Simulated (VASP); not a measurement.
# Sb in VASP: single point with r2SCAN0

Aim: the single point of Sb with r2SCAN0.

All numbers are computed with VASP 6.6.1; they aren't measurements. Logs are shortened: lines on timing, memory, paths and dates and some standing lists are left out, and cuts for length are marked.

### Step 1. The cell of the first run

The cell holds a slab with vacuum, 2 atoms: a = 4.105 Å, b = 4.105 Å, c = 26.855 Å, α = 90.00°, β = 90.00°, γ = 120.00°.

### Step 2. Single point, r2SCAN0

The input, POSCAR:

```
Sb
1.0
    4.1051830053      0.0000000000      0.0000000000
   -2.0525915027      3.5551927698      0.0000000000
    0.0000000000      0.0000000000     26.8552477996
Sb
2
Direct
    0.3333333333      0.6666666667      0.3149797942
    0.6666666667      0.3333333333      0.3749272228
```

The input, INCAR.step1:

```
SYSTEM = Sb
ALGO = Normal
DIPOL = 0.5 0.5 0.345
EDIFF = 1E-5
ENCUT = 520
GGA = PE
IDIPOL = 3
ISIF = 2
ISMEAR = 0
LASPH = .True.
LCHARG = .False.
LDIPOL = .True.
LREAL = .False.
LWAVE = .True.
NBANDS = 12
NELM = 80
PREC = Accurate
SIGMA = 0.01
```

The input, INCAR.step2:

```
SYSTEM = Sb
AEXX = 0.25
ALGO = Normal
DIPOL = 0.5 0.5 0.345
EDIFF = 1E-7
ENCUT = 520
IDIPOL = 3
ISIF = 2
ISMEAR = 0
ISTART = 1
LASPH = .True.
LCHARG = .False.
LDIPOL = .True.
LHFCALC = .True.
LMIXTAU = .True.
LREAL = .False.
LWAVE = .False.
METAGGA = R2SCAN
NBANDS = 12
NELM = 80
PREC = Accurate
PRECFOCK = Normal
SIGMA = 0.01
```

The input, KPOINTS:

```
k-points
0
Gamma
  6 6 1
  0 0 0
```

Potentials or basis: VASP PAW PBE potentials, release 64 (Sb).

Started as:

```
> cat potpaw_PBE.64/Sb/POTCAR > POTCAR
> cp INCAR.step1 INCAR
> mpirun -np 1 vasp_std > vasp.out
> cp INCAR.step2 INCAR
> mpirun -np 1 vasp_std > vasp.out
```

OUTCAR:

```text
SYSTEM = Sb
   AEXX = 0.25
   EDIFF = 1E-7
   ENCUT = 520
   ISIF = 2
   ISMEAR = 0
   ISTART = 1
   LASPH = .True.
   LHFCALC = .True.
   LREAL = .False.
   METAGGA = R2SCAN
   NELM = 80
   PREC = Accurate
   PRECFOCK = Normal

 ion  position               nearest neighbor table
   1  0.333  0.667  0.315-   2 2.87   2 2.87   2 2.87
   2  0.667  0.333  0.375-   1 2.87   1 2.87   1 2.87

  LATTYP: Found a hexagonal cell.
 ALAT       =     4.1051830053
 C/A-ratio  =     6.5417906498

  Lattice vectors:

 A1 = (   4.1051830053,   0.0000000000,   0.0000000000)
 A2 = (  -2.0525915027,   3.5551927698,   0.0000000000)
 A3 = (   0.0000000000,   0.0000000000,  26.8552477996)

Analysis of symmetry for initial positions (statically):
=====================================================================
 Subroutine PRICEL returns:
 Original cell was already a primitive cell.

 Routine SETGRP: Setting up the symmetry group for a
 hexagonal supercell.

 Subroutine GETGRP returns: Found 12 space group operations
 (whereof  6 operations were pure point group operations)
 out of a pool of 24 trial point group operations.

The static configuration has the point symmetry C_3v.
 The point group associated with its full space group is D_3d.

Analysis of symmetry for dynamics (positions and initial velocities):
=====================================================================
 Subroutine PRICEL returns:
 Original cell was already a primitive cell.

 Routine SETGRP: Setting up the symmetry group for a
 hexagonal supercell.

 Subroutine GETGRP returns: Found 12 space group operations
 (whereof  6 operations were pure point group operations)
 out of a pool of 24 trial point group operations.

The dynamic configuration has the point symmetry C_3v.
 The point group associated with its full space group is D_3d.

 Subroutine INISYM returns: Found 12 space group operations
 (whereof  6 operations are pure point group operations),
 and found     1 'primitive' translations

----------------------------------------------------------------------------------------

                                     Primitive cell

  volume of cell :     391.9447
[... 90 lines left out ...]
     AMIX     =   0.40;   BMIX     =  1.00
     AMIX_MAG =   1.60;   BMIX_MAG =  1.00
  volume/ion in A,a.u.               =     195.97      1322.49
  Fermi-wavevector in a.u.,A,eV,Ry     =   0.481948  0.910749  3.160274  0.232274
  Thomas-Fermi vector in A             =   1.480314
   LORBIT       =      0    0 simple, 1 ext, 2 COOP (PROOUT), +10 PAW based schemes
   METAGGA = R2SCAN    functional components
   LHFCALC =     T    Hartree Fock is set to
   PRECFOCK=normal    Normal, Fast or Accurate (Low or Medium for compatibility)
   ENCUT4O =  -1.0   cutoff for four orbital integrals eV
   NKREDX  =     1    reduce k-point grid by
   NKREDY  =     1    reduce k-point grid by
   NKREDZ  =     1    reduce k-point grid by
   AEXX    =    0.2500 exact exchange contribution
   HFSCREEN=    0.0000 screening length (either q_TF or 0.3 A-1)
   HFSCREENC=   0.0000 screening length for correlation (either q_TF or 0.3 A-1)
   ENCUTFOCK=  -1.0 apply spherical cutoff to Coloumb kernel
   IVDW    =     0    specifies the selected vdW correction
   LEPSILON=     F    determine dielectric tensor
   LRPA    =     F    only Hartree local field effects (RPA)
 non-spin polarized calculation
 Gauss-broadening in eV      SIGMA  =   0.01
  energy-cutoff  :      520.00
  volume of cell :      391.94
 maximum number of plane-waves:     10593
 NGX is ok and might be reduce to    32
  NGX = 24; NGY = 24; NGZ =150

 dipolmoment           0.000000      0.000000      0.000000 electrons x Angstroem

 number of electron      10.0000000 magnetization

 dipolmoment           0.000000      0.000000     -0.000000 electrons x Angstroem

 Free energy of the ion-electron system (eV)
  ---------------------------------------------------
  ext. energy  EPLUGINS =         0.00000000
  ---------------------------------------------------
  free energy    TOTEN  =       -43.69606847 eV

  energy without entropy =      -43.69606847  energy(sigma->0) =      -43.69606847

 E-fermi :  -3.9865     XC(G=0):  -1.5261

 val. band max:       -4.0803944740   @ k =   0.0000   0.0000   0.0000
 cond. band min:      -1.3781271742   @ k =   0.3333   0.0000   0.0000
 fundamental gap:      2.7022672998
 Fermi energy:        -3.9865495964

 k-point     1 :       0.0000    0.0000    0.0000
  band No.  band energies     occupation
      1     -16.9291      2.00000
      2     -10.9935      2.00000
      3      -4.6083      2.00000
      4      -4.0804      2.00000
      5      -4.0804      2.00000
      6      -0.9519      0.00000
      7       0.2205      0.00000
      8       0.2205      0.00000
      9       1.7669      0.00000
     10       1.7975      0.00000
     11       2.2033      0.00000
     12       2.4375      0.00000
[... 76 lines left out ...]
 k-point     7 :       0.3333    0.3333    0.0000
  band No.  band energies     occupation
      1     -13.6256      2.00000
      2     -13.6256      2.00000
      3      -8.1183      2.00000
      4      -6.0500      2.00000
      5      -6.0500      2.00000
      6      -1.0914      0.00000
      7       1.3162      0.00000
      8       1.3162      0.00000
      9       4.3563      0.00000
     10       5.1195      0.00000
     11       5.1196      0.00000
     12       5.6091      0.00000

------------------------ aborting loop because EDIFF is reached ----------------------------------------

 vacuum level on the upper side and lower side of the slab       (xc-potential included)         0.014         0.014

  FORCE on cell =-STRESS in cart. coord.  units (eV):
  Direction    XX          YY          ZZ          XY          YZ          ZX
  --------------------------------------------------------------------------------------
  -------------------------------------------------------------------------------------
  Total       -0.8746198     -0.8746198     -0.6628326      0.0000000     -0.0000000      0.0000000
  in kB       -3.5752386     -3.5752386     -2.7095028      0.0000000     -0.0000000      0.0000000
  external PRESSURE =      -3.2866600 kB  Pullay stress =       0.0000000 kB

 VOLUME and BASIS-vectors are now :
 -----------------------------------------------------------------------------
  energy-cutoff  :      520.00
  volume of cell :      391.94
      direct lattice vectors                 reciprocal lattice vectors
     4.105183005  0.000000000  0.000000000     0.243594500  0.140639350  0.000000000
    -2.052591503  3.555192770  0.000000000     0.000000000  0.281278700  0.000000000
     0.000000000  0.000000000 26.855247800     0.000000000  0.000000000  0.037236670

 POSITION                                       TOTAL-FORCE (eV/Angst)
 -----------------------------------------------------------------------------------
     -0.00000      2.37013      8.45886         0.000000      0.000000      0.399976
      2.05259      1.18506     10.06876        -0.000000      0.000000     -0.399976
 -----------------------------------------------------------------------------------
    total drift:                                0.000000      0.000000     -0.000005

  FREE ENERGIE OF THE ION-ELECTRON SYSTEM (eV)
  ---------------------------------------------------
  free  energy   TOTEN  =       -43.6960684687 eV

  energy  without entropy=      -43.6960684687  energy(sigma->0) =      -43.69606847

 vacuum level on the upper side and lower side of the slab         1.774         1.774
```

OUTCAR.step1:

```text
SYSTEM = Sb
   EDIFF = 1E-5
   ENCUT = 520
   GGA = PE
   ISIF = 2
   ISMEAR = 0
   LASPH = .True.
[... 316 lines left out ...]
     -0.00000      2.37013      8.45886         0.000000     -0.000000     -0.348096
      2.05259      1.18506     10.06876        -0.000000      0.000000      0.348096
 -----------------------------------------------------------------------------------
    total drift:                               -0.000000      0.000000     -0.000002

  FREE ENERGIE OF THE ION-ELECTRON SYSTEM (eV)
  ---------------------------------------------------
  free  energy   TOTEN  =        -8.0804824732 eV

  energy  without entropy=       -8.0804824732  energy(sigma->0) =       -8.08048247

 vacuum level on the upper side and lower side of the slab         1.759         1.759
```

OSZICAR.step1:

```text
N       E                     dE             d eps       ncg     rms          rms(c)
DAV:   1     0.559230931314E+02    0.55923E+02   -0.24853E+03   168   0.508E+02
DAV:   2    -0.278404324131E+01   -0.58707E+02   -0.50717E+02   248   0.823E+01
DAV:   3    -0.802183630277E+01   -0.52378E+01   -0.52155E+01   244   0.322E+01
DAV:   4    -0.812314313722E+01   -0.10131E+00   -0.10128E+00   196   0.555E+00
DAV:   5    -0.812673932427E+01   -0.35962E-02   -0.35962E-02   228   0.126E+00    0.310E+00
DAV:   6    -0.809850028278E+01    0.28239E-01   -0.16034E-02   192   0.645E-01    0.188E+00
DAV:   7    -0.808042150188E+01    0.18079E-01   -0.33832E-02   196   0.892E-01    0.114E-01
DAV:   8    -0.808038543196E+01    0.36070E-04   -0.17755E-03   228   0.220E-01    0.585E-02
DAV:   9    -0.808028481922E+01    0.10061E-03   -0.35105E-04   196   0.832E-02    0.187E-02
DAV:  10    -0.808024782983E+01    0.36989E-04   -0.49509E-05   220   0.313E-02    0.975E-03
DAV:  11    -0.808026233534E+01   -0.14506E-04   -0.53948E-05   196   0.244E-02    0.639E-03
DAV:  12    -0.808033058402E+01   -0.68249E-04   -0.24964E-05   188   0.166E-02    0.373E-03
DAV:  13    -0.808040725554E+01   -0.76672E-04   -0.10034E-05   204   0.118E-02    0.216E-03
DAV:  14    -0.808044637535E+01   -0.39120E-04   -0.29991E-06   196   0.701E-03    0.107E-03
DAV:  15    -0.808046820891E+01   -0.21834E-04   -0.88779E-07   196   0.301E-03    0.843E-04
DAV:  16    -0.808047855089E+01   -0.10342E-04   -0.41744E-07   184   0.170E-03    0.414E-04
DAV:  17    -0.808048247321E+01   -0.39223E-05   -0.74830E-08   152   0.827E-04
   1 F= -.80804825E+01 E0= -.80804825E+01  d E =-.224952E-25
```

It took 29 min on 1 thread of AMD EPYC 7R43 (Zen 3), shared host; peak memory 0.52 GiB.

What came out:

- Free energy: -43.6961 eV
- Largest force: 0.400 eV/Å
- Band gap on the k mesh: 2.70 eV (least direct gap 3.13 eV)

Forces on the atoms (eV/Å):
```
Sb   0.000  0.000  0.400
Sb   0.000  0.000 -0.400
```

Levels at points of the mesh, in eV from the valence-band top:
| k point | band 2 | band 3 | band 4 | band 5 | band 6 | band 7 | band 8 | band 9 |
| --- | --- | --- | --- | --- | --- | --- | --- | --- |
| (0.00, 0.00, 0.00) | -6.91 | -0.53 | 0.00 | 0.00 | 3.13 | 4.30 | 4.30 | 5.85 |
| (0.50, 0.00, 0.00) | -8.73 | -3.27 | -1.82 | -1.54 | 3.06 | 4.06 | 5.30 | 6.85 |

Caveat: the PAW data sets were made with another functional, which shifts forces and pressure a little; spin-orbit coupling is left out, which moves the levels of the heavy elements.
